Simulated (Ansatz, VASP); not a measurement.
# Two plane-wave programs on HfO2

```
Hf O
1.0
     5.08032    0.00000    0.00000
     0.00000    5.16487    0.00000
     0.00000    0.00000    4.89088
Hf O
4 8
Cartesian
  1.1308 4.0379 1.3307
  3.6710 3.7094 3.5602
  3.9495 1.1270 1.3307
  1.4093 1.4555 3.5602
  0.9491 0.8452 0.5113
  3.4892 1.7372 4.3796
  4.1312 4.3196 0.5113
  1.5911 3.4277 4.3796
  0.0000 2.5824 2.3919
  2.5402 0.0000 2.4990
  0.0000 0.0000 2.8153
  2.5402 2.5824 2.0756
```

Alike in both runs: functional r2SCAN; k mesh 5 × 5 × 6; occupations fermi-dirac, width 0.05 eV; no spin polarisation.

|  | VASP | Ansatz |
| --- | --- | --- |
| version | VASP 6.6.1 | Ansatz 0.2.0 |
| potentials or method | VASP PAW PBE potentials, release 64 (Hf_pv, O) | Ansatz PAW |
| plane-wave cutoff (eV) | 520 | 500 |
| valence electrons in the cell | 88 | 152 |
| task | single point | band structure |

Ansatz gave:

| Item | Value |
| --- | --- |
| gap on the k mesh at the Fermi level (eV) | 4.38 |
| least direct gap on the mesh (eV) | 4.38 |
| pressure (GPa) | 4.0 |
| traceless stress, the component that is largest in VASP (GPa) | -0.29 |
| rms of the force components (eV/Å) | 0.042 |

Question: What did VASP give for the same quantities?

Answer: gap on the k mesh at the Fermi level (eV): 4.35; least direct gap on the mesh (eV): 4.35; pressure (GPa): 0.3; traceless stress, the component that is largest in VASP (GPa): -0.02; rms of the force components (eV/Å): 0.007.

VASP's potentials were made for PBE, not for r2SCAN. Atom by atom the forces differ by 0.044 eV/Å (rms over components). VASP's potentials hold 88 valence electrons a cell and Ansatz's 152, so a difference there can come from the potentials and not from the codes.

Spin-orbit coupling is off throughout.
